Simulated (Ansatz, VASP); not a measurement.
## One calculation of AlN, two programs

```
Al N
1.0
     3.30144    0.00000    0.00000
    -1.65072    2.85913    0.00000
     0.00000    0.00000    4.26420
Al N
2 2
Cartesian
  0.0000 1.9061 3.1982
  1.6507 0.9530 1.0660
  0.0000 1.9061 1.0660
  1.6507 0.9530 3.1982
```

Alike in both runs: task single point; functional PBEsol; k mesh 9 × 9 × 6; occupations gaussian, width 0.05 eV; no spin polarisation.

|  | VASP | Ansatz |
| --- | --- | --- |
| version | VASP 6.6.1 | Ansatz 0.2.0 |
| potentials or method | VASP PAW PBE potentials, release 64 (Al, N), cutoff 520 eV | scalar-relativistic, plane waves, PAW |
| valence electrons in the cell | 16 | 16 |

```tsv
	VASP	Ansatz	Ansatz less VASP
gap on the k mesh at the Fermi level (eV)	3.04	3.03	-0.013
least direct gap on the mesh (eV)	3.04	3.03	-0.013
pressure (GPa)	-5.1	-5.1	+0.02
traceless stress, the component that is largest in VASP (GPa)	-2.60	-2.56	+0.038
```

VASP's potentials were made for PBE, not for PBEsol, and Ansatz warns of the same on its side. With one functional, cell and mesh, what is left measures potentials, basis and numerics.
